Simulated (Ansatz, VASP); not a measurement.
One calculation of SnSe, two programs

Contents of INCAR:

```
PREC = Accurate
ENCUT = 520
EDIFF = 1E-8
ISMEAR = -1
SIGMA = 0.02
LREAL = F
LASPH = T
NELM = 80
ALGO = Normal
ISIF = 2
LWAVE = F
LCHARG = F
GGA = PE
LEFG = T
NBANDS = 17
```

The input KPOINTS:

```
Automatic mesh
0
Gamma
  9 9 9
```

Contents of POSCAR:

```
SnSe
1.0
    0.0301000000      3.0250500000      3.0250500000
    3.0250500000      0.0301000000      3.0250500000
    3.0250500000      3.0250500000      0.0301000000
Sn Se
1 1
Direct
    0.0000000000      0.0000000000      0.0000000000
    0.5000000000      0.5000000000      0.5000000000
```

Input for Ansatz:

```yaml
crystal:
  lattice:
    - [0.0301, 3.02505, 3.02505]
    - [3.02505, 0.0301, 3.02505]
    - [3.02505, 3.02505, 0.0301]
  atoms:
    - { symbol: Sn, position: [0.0, 0.0, 0.0] }
    - { symbol: Se, position: [0.5, 0.5, 0.5] }
kpoints:
  mp_grid: { grid: [9, 9, 9] }
scf:
  occupations: { method: fermi_dirac, width: 0.02 }
hamiltonian:
  xc: pbe
  pseudopotentials: { kind: all_electron, datasets: crystal }
output:
  forces: true
  stress: true
  eigenvalues: true
  efg: { contact_densities: true }
```

Change from the starting cell: equal xy, yz and zx shear strains of +1 %, crystal datasets.

Alike in both runs: task electric field gradients; functional PBE; k mesh 9 × 9 × 9; occupations fermi-dirac, width 0.02 eV; no spin polarisation.

```csv
,VASP,Ansatz
version,VASP 6.6.1,Ansatz 0.2.0
potentials or method,"VASP PAW PBE potentials, release 64 (Sn_d, Se), cutoff 520 eV","all-electron PAW with datasets made for the crystal, scalar-relativistic"
```

```csv
,VASP,Ansatz,Ansatz less VASP
pressure (GPa),1.0,1.0,-0.01
"traceless stress, the component that is largest in VASP (GPa)",-0.19,-0.19,0.000
size of Vzz on the site where it differs most (V/Å²),0.2,0.6,+0.42
```

Ansatz ran all-electron here, and VASP with PAW potentials.
